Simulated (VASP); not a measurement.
# MgO (Fm-3m) in VASP: further runs, part 2 of 2

VASP 6.6.1. Earlier steps stand in the parts before.

## (4) Single point, LDA

This run uses another cell than the first one: it holds 12 atoms, not 2.

The input, INCAR:

```
SYSTEM = MgO
ALGO = Normal
EDIFF = 1E-6
ENCUT = 520
ISIF = 2
ISMEAR = 0
LASPH = .True.
LCHARG = .False.
LREAL = .False.
LWAVE = .False.
NBANDS = 36
NELM = 100
PREC = Accurate
SIGMA = 0.05
```

The input, KPOINTS:

```
k-points
0
Gamma
  9 9 2
  0 0 0
```

The input, POSCAR:

```
MgO
1.0
    2.0806186598     -2.0806186598      0.0000000000
    2.0806186598      0.0000000000     -2.0806186598
    8.3224746391      8.3224746391      8.3224746391
Mg O
6 6
Direct
    1.0000000000      0.0000000000      0.5000000000
    0.3333333333      0.3333333333      0.3333333333
    0.6666666667      0.6666666667      0.6666666667
    1.0000000000      1.0000000000      0.0000000000
    0.3333333333      0.3333333333      0.8333333333
    0.6666666667      0.6666666667      0.1666666667
    0.6666666667      0.6666666667      0.4166666667
    0.0000000000      0.0000000000      0.2500000000
    0.3333333333      0.3333333333      0.5833333333
    0.6666666667      0.6666666667      0.9166666667
    1.0000000000      1.0000000000      0.7500000000
    0.3333333333      0.3333333333      0.0833333333
```

Potentials or basis: VASP PAW LDA potentials, release 64 (Mg, O).

The run is started by

```
> cat potpaw_LDA.64/Mg/POTCAR potpaw_LDA.64/O/POTCAR > POTCAR
> mpirun -np 1 vasp_std > vasp.out
```

OUTCAR:

```text
SYSTEM = MgO
   EDIFF = 1E-6
   ENCUT = 520
   ISIF = 2
   ISMEAR = 0
   LASPH = .True.
   LREAL = .False.
   NELM = 100
   PREC = Accurate

 ion  position               nearest neighbor table
   1  0.000  0.000  0.500-   7 2.08   9 2.08   7 2.08   7 2.08   9 2.08   9 2.08   2 2.94   3 2.94
                             2 2.94   3 2.94   2 2.94   3 2.94
   2  0.333  0.333  0.333-   8 2.08   8 2.08   8 2.08   7 2.08   7 2.08   7 2.08   6 2.94   6 2.94
                             6 2.94   1 2.94   1 2.94   1 2.94
   3  0.667  0.667  0.667-  11 2.08  11 2.08  11 2.08   9 2.08   9 2.08   9 2.08   5 2.94   5 2.94
                             5 2.94   1 2.94   1 2.94   1 2.94
   4  0.000  0.000  0.000-  10 2.08  12 2.08  10 2.08  10 2.08  12 2.08  12 2.08   5 2.94   6 2.94
                             5 2.94   6 2.94   5 2.94   6 2.94
   5  0.333  0.333  0.833-  11 2.08  11 2.08  11 2.08  10 2.08  10 2.08  10 2.08   3 2.94   3 2.94
                             3 2.94   4 2.94   4 2.94   4 2.94
   6  0.667  0.667  0.167-   8 2.08   8 2.08   8 2.08  12 2.08  12 2.08  12 2.08   2 2.94   2 2.94
                             2 2.94   4 2.94   4 2.94   4 2.94
   7  0.667  0.667  0.417-   1 2.08   1 2.08   1 2.08   2 2.08   2 2.08   2 2.08
   8  0.000  0.000  0.250-   2 2.08   6 2.08   6 2.08   6 2.08   2 2.08   2 2.08
   9  0.333  0.333  0.583-   1 2.08   1 2.08   1 2.08   3 2.08   3 2.08   3 2.08
  10  0.667  0.667  0.917-   4 2.08   4 2.08   4 2.08   5 2.08   5 2.08   5 2.08
  11  0.000  0.000  0.750-   3 2.08   5 2.08   3 2.08   3 2.08   5 2.08   5 2.08
  12  0.333  0.333  0.083-   4 2.08   4 2.08   4 2.08   6 2.08   6 2.08   6 2.08

  LATTYP: Found a hexagonal cell.
 ALAT       =     2.9424391268
 C/A-ratio  =     4.8989794855

  Lattice vectors:

 A1 = (  -2.0806186598,   0.0000000000,   2.0806186598)
 A2 = (   2.0806186598,  -2.0806186598,   0.0000000000)
 A3 = (   8.3224746391,   8.3224746391,   8.3224746391)

Analysis of symmetry for initial positions (statically):
=====================================================================
 Subroutine PRICEL returns following result:

  LATTYP: Found a face centered cubic cell.
 ALAT       =     4.1612373202

  Lattice vectors:

 A1 = (  -2.0806186602,  -2.0806186600,  -0.0000000002)
 A2 = (  -0.0000000012,  -2.0806186604,   2.0806186592)
 A3 = (  -2.0806186598,   0.0000000000,   2.0806186598)

   6 primitive cells build up your supercell.

 Routine SETGRP: Setting up the symmetry group for a
 hexagonal supercell.

 Subroutine GETGRP returns: Found 12 space group operations
 (whereof 12 operations were pure point group operations)
 out of a pool of 24 trial point group operations.

The static configuration has the point symmetry D_3d.

Analysis of symmetry for dynamics (positions and initial velocities):
=====================================================================
 Subroutine PRICEL returns following result:

  LATTYP: Found a face centered cubic cell.
 ALAT       =     4.1612373202

  Lattice vectors:

 A1 = (  -2.0806186602,  -2.0806186600,  -0.0000000002)
 A2 = (  -0.0000000012,  -2.0806186604,   2.0806186592)
 A3 = (  -2.0806186598,   0.0000000000,   2.0806186598)

   6 primitive cells build up your supercell.

 Routine SETGRP: Setting up the symmetry group for a
[... 88 lines left out ...]
   number of dos      NEDOS =    301   number of ions     NIONS =     12
   total plane-waves  NPLWV =  62208
   dimension x,y,z NGX =    24 NGY =   24 NGZ =  108
   dimension x,y,z NGXF=    48 NGYF=   48 NGZF=  216
   ions per type =               6   6
   NGX,Y,Z   is equivalent  to a cutoff of  13.56, 13.56, 12.46 a.u.
   NGXF,Y,Z  is equivalent  to a cutoff of  27.12, 27.12, 24.91 a.u.
 SYSTEM =  MgO
   PREC   = accura    normal or accurate (medium, high low for compatibility)
   ISTART =      0    job   : 0-new  1-cont  2-samecut
   ICHARG =      2    charge: 1-file 2-atom 10-const
   ISPIN  =      1    spin polarized calculation?
   LNONCOLLINEAR =      F non collinear calculations
   LSORBIT =      F    spin-orbit coupling
   LASPH  =      T    aspherical Exc in radial PAW
   ENCUT  =  520.0 eV  38.22 Ry    6.18 a.u.   5.47  5.47 26.80*2*pi/ulx,y,z
   NELM   =    100;   NELMIN=  2; NELMDL= -5     # of ELM steps
   EDIFF  = 0.1E-05   stopping-criterion for ELM
   LREAL  =      F    real-space projection
   EDIFFG = 0.1E-04   stopping-criterion for IOM
   NSW    =      0    number of steps for IOM
   IBRION =     -1    ionic relax: 0-MD 1-quasi-New 2-CG
   NFREE  =      0    steps in history (QN), initial steepest desc. (CG)
   ISIF   =      2    stress and relaxation
   ISYM   =      2    0-nonsym 1-usesym 2-fastsym
   POTIM  = 0.5000    time-step for ionic-motion
   TEBEG  =    0.0;   TEEND  =   0.0 temperature during run
   PSTRESS=    0.0 pullay stress
   NELECT =      48.0000    total number of electrons
   NUPDOWN=      -1.0000    fix difference up-down
   EMIN   =  10.00;   EMAX   =-10.00  energy-range for DOS
   EFERMI =   0.00;   METHOD = LEGACY
   ISMEAR =     0;   SIGMA  =   0.05  broadening in eV -4-tet -1-fermi 0-gaus
   EFERMI_NEDOS =   21; number of points for ismear=-14 and -15
   IALGO  =     38    algorithm
   IMIX   =      4    mixing-type and parameters
     AMIX     =   0.40;   BMIX     =  1.00
     AMIX_MAG =   1.60;   BMIX_MAG =  1.00
  volume/ion in A,a.u.               =       9.01        60.78
  Fermi-wavevector in a.u.,A,eV,Ry     =   1.249019  2.360303 21.225744  1.560048
  Thomas-Fermi vector in A             =   2.383079
   LORBIT       =      0    0 simple, 1 ext, 2 COOP (PROOUT), +10 PAW based schemes
   GGA     = CA    functional components
   LHFCALC =     F    Hartree Fock is set to
   AEXX    =    0.0000 exact exchange contribution
   IVDW    =     0    specifies the selected vdW correction
   LEPSILON=     F    determine dielectric tensor
   LRPA    =     F    only Hartree local field effects (RPA)
 non-spin polarized calculation
 Gauss-broadening in eV      SIGMA  =   0.05
  energy-cutoff  :      520.00
  volume of cell :      108.08
 maximum number of plane-waves:      2969
 NGX is ok and might be reduce to    24

 number of electron      47.9999977 magnetization

 Free energy of the ion-electron system (eV)
  ---------------------------------------------------
  ext. energy  EPLUGINS =         0.00000000
  ---------------------------------------------------
  free energy    TOTEN  =       -80.66705858 eV

  energy without entropy =      -80.66705858  energy(sigma->0) =      -80.66705858

 E-fermi :   3.4060     XC(G=0): -11.7687

 val. band max:        3.1626203298   @ k =   0.0000   0.0000   0.0000
 cond. band min:       8.1824289573   @ k =   0.0000   0.0000   0.0000
 fundamental gap:      5.0198086275
 Fermi energy:         3.4059793466

 k-point     1 :       0.0000    0.0000    0.0000
  band No.  band energies     occupation
      1     -14.0350      2.00000
      2     -13.7205      2.00000
      3     -13.7205      2.00000
      4     -13.0048      2.00000
      5     -13.0048      2.00000
      6     -12.5852      2.00000
[... 925 lines left out ...]
     35      15.3332      0.00000
     36      15.3332      0.00000

------------------------ aborting loop because EDIFF is reached ----------------------------------------

  FORCE on cell =-STRESS in cart. coord.  units (eV):
  Direction    XX          YY          ZZ          XY          YZ          ZX
  --------------------------------------------------------------------------------------
  -------------------------------------------------------------------------------------
  Total       -1.3028335     -1.3028335     -1.3028335     -0.0002139     -0.0002139     -0.0002139
  in kB      -19.3126024    -19.3126024    -19.3126024     -0.0031706     -0.0031706     -0.0031706
  external PRESSURE =     -19.3126024 kB  Pullay stress =       0.0000000 kB

 VOLUME and BASIS-vectors are now :
 -----------------------------------------------------------------------------
  energy-cutoff  :      520.00
  volume of cell :      108.08
      direct lattice vectors                 reciprocal lattice vectors
     2.080618660 -2.080618660  0.000000000     0.160208759 -0.320417518  0.160208759
     2.080618660  0.000000000 -2.080618660     0.160208759  0.160208759 -0.320417518
     8.322474639  8.322474639  8.322474639     0.040052190  0.040052190  0.040052190

 POSITION                                       TOTAL-FORCE (eV/Angst)
 -----------------------------------------------------------------------------------
      4.16124      4.16124      4.16124         0.000000      0.000000      0.000000
      4.16124      2.08062      2.08062         0.000000      0.000000      0.000000
      8.32247      4.16124      4.16124         0.000000      0.000000      0.000000
      0.00000      0.00000      0.00000         0.000000      0.000000      0.000000
      8.32247      6.24186      6.24186         0.000000      0.000000      0.000000
      4.16124      0.00000      0.00000         0.000000      0.000000      0.000000
      6.24186      2.08062      2.08062        -0.000000     -0.000000     -0.000000
      2.08062      2.08062      2.08062        -0.000000     -0.000000     -0.000000
      6.24186      4.16124      4.16124        -0.000000      0.000000      0.000000
     10.40309      6.24186      6.24186        -0.000000      0.000000     -0.000000
      6.24186      6.24186      6.24186         0.000000      0.000000     -0.000000
      2.08062     -0.00000     -0.00000        -0.000000      0.000000      0.000000
 -----------------------------------------------------------------------------------
    total drift:                                0.000000      0.000000     -0.000000

  FREE ENERGIE OF THE ION-ELECTRON SYSTEM (eV)
  ---------------------------------------------------
  free  energy   TOTEN  =       -80.6670585790 eV

  energy  without entropy=      -80.6670585790  energy(sigma->0) =      -80.66705858
```

Run time: 77 s. Hardware: 1 thread of Intel Xeon Platinum 8375C at 2.90GHz (Ice Lake), shared host; peak memory 0.23 GiB.

Results:

```yaml
Free_energy: -80.6671 eV
Pressure: -1.9 GPa
Band_gap_on_the_k_mesh: 5.02 eV
```

Levels at points of the mesh, in eV from the valence-band top:
```tsv
k point	band 21	band 22	band 23	band 24	band 25	band 26	band 27	band 28
(0.00, 0.00, 0.00)	-0.19	0.00	0.00	0.00	5.02	6.42	6.42	7.82
(0.00, 0.00, 0.50)	-0.05	-0.05	-0.05	-0.05	5.47	5.47	7.31	7.31
```

Caveat: an odd mesh through Γ misses points on the zone boundary, where band edges can lie.

## (5) Summary

| task | cell | k mesh | cutoff (eV) | smearing | gap on the mesh (eV) | pressure (GPa) | relaxed volume (Å³/atom) |
| --- | --- | --- | --- | --- | --- | --- | --- |
| relaxation of cell and atoms | relaxed from a = 3.020 Å, angles 60.0°, 2 atoms, atomic positions A | 8 × 8 × 8 | 600 | gaussian 0.1 eV | 5.16 | 0.0 | 8.89 |
| relaxation of cell and atoms | relaxed from a = 2.944 Å, angles 60.0°, 2 atoms, atomic positions A | 10 × 10 × 10 | 600 | gaussian 0.02 eV | 5.15 | 0.0 | 8.89 |
| single point | a = 2.942, b = 2.942, c = 14.415 Å, angles 90.0, 90.0, 60.0°, 12 atoms, atomic positions B | 9 × 9 × 2 | 520 | gaussian 0.05 eV | 5.02 | -1.9 | - |

Alike in all rows: level LDA; potentials or basis VASP PAW LDA potentials, release 64 (Mg, O); no spin polarisation.

Caveats: an odd mesh through Γ misses points on the zone boundary, where band edges can lie (at least some runs).

Absolute energies hang on the potentials; compare differences alone.
